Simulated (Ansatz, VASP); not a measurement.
**One calculation of Al2O3, two programs**

POSCAR

```
Al2O3
1.0
    2.3802500000      1.3742379782      4.3318666667
   -2.3802500000      1.3742379782      4.3318666667
    0.0000000000     -2.7484759565      4.3318666667
Al O
4 6
Direct
    0.3520823946      0.3520823946      0.3520823946
    0.1479176054      0.1479176054      0.1479176054
    0.6479176054      0.6479176054      0.6479176054
    0.8520823946      0.8520823946      0.8520823946
    0.5564629985      0.9435370015      0.2500000000
    0.2500000000      0.5564629985      0.9435370015
    0.9435370015      0.2500000000      0.5564629985
    0.4435370015      0.0564629985      0.7500000000
    0.7500000000      0.4435370015      0.0564629985
    0.0564629985      0.7500000000      0.4435370015
```

File INCAR.step1:

```
SYSTEM = Al2O3
  PREC = Accurate
  ENCUT = 520
  ISMEAR = -1
  SIGMA = 0.02
  LREAL = .False.
  LASPH = .True.
  NELM = 100
  NBANDS = 35
  GGA = PE
  ALGO = Normal
  EDIFF = 1E-4
  LWAVE = .True.
  LCHARG = .False.
```

Contents of INCAR.step2:

```
SYSTEM = Al2O3
  PREC = Accurate
  ENCUT = 520
  EDIFF = 1E-8
  ISMEAR = -1
  SIGMA = 0.02
  LREAL = .False.
  LASPH = .True.
  NELM = 100
  ALGO = Normal
  ISIF = 2
  LWAVE = .False.
  LCHARG = .False.
  METAGGA = R2SCAN
  LMIXTAU = .True.
  LEFG = .True.
  NBANDS = 35
  ISTART = 1
```

KPOINTS

```
regular mesh
0
Gamma
  8 8 8
  0 0 0
```

Input for Ansatz:

```yaml
crystal:
  lattice:
    - [2.38025, 1.3742379782, 4.3318666667]
    - [-2.38025, 1.3742379782, 4.3318666667]
    - [0.0, -2.7484759565, 4.3318666667]
  atoms:
    - { symbol: Al, position: [0.3520823946, 0.3520823946, 0.3520823946] }
    - { symbol: Al, position: [0.1479176054, 0.1479176054, 0.1479176054] }
    - { symbol: Al, position: [0.6479176054, 0.6479176054, 0.6479176054] }
    - { symbol: Al, position: [0.8520823946, 0.8520823946, 0.8520823946] }
    - { symbol: O, position: [0.5564629985, 0.9435370015, 0.25] }
    - { symbol: O, position: [0.25, 0.5564629985, 0.9435370015] }
    - { symbol: O, position: [0.9435370015, 0.25, 0.5564629985] }
    - { symbol: O, position: [0.4435370015, 0.0564629985, 0.75] }
    - { symbol: O, position: [0.75, 0.4435370015, 0.0564629985] }
    - { symbol: O, position: [0.0564629985, 0.75, 0.4435370015] }
kpoints:
  mp_grid: { grid: [8, 8, 8] }
scf:
  occupations: { method: fermi_dirac, width: 0.02 }
hamiltonian:
  xc: r2scan
  pseudopotentials: { kind: paw }
output:
  forces: true
  stress: true
  populations: true
  efg:
    quadrupole_moments_barn: { Al: 0.1466, O: -0.02558 }
    contact_densities: true
```

Alike in both runs: task electric field gradients; functional r2SCAN; k mesh 8 × 8 × 8; occupations fermi-dirac, width 0.02 eV; no spin polarisation.

```csv
,VASP,Ansatz
version,VASP 6.6.1,Ansatz 0.2.0
potentials or method,"VASP PAW PBE potentials, release 64 (Al, O)","plane-wave PAW, scalar-relativistic"
plane-wave cutoff (eV),520,500
valence electrons in the cell,48,48
```

VASP gave:

- gap on the k mesh at the Fermi level (eV): 7.14
- pressure (GPa): -0.7
- traceless stress, the component that is largest in VASP (GPa): -0.07
- rms of the force components (eV/Å): 0.025
- size of Vzz on the site where it differs most (V/Å²): 37.1

Q: Estimate Ansatz's values.

A: gap on the k mesh at the Fermi level (eV): 7.12; pressure (GPa): -0.2; traceless stress, the component that is largest in VASP (GPa): -0.01; rms of the force components (eV/Å): 0.016; size of Vzz on the site where it differs most (V/Å²): 38.6.

VASP's potentials were made for PBE, not for r2SCAN. Atom by atom the forces differ by 0.009 eV/Å (rms over components).
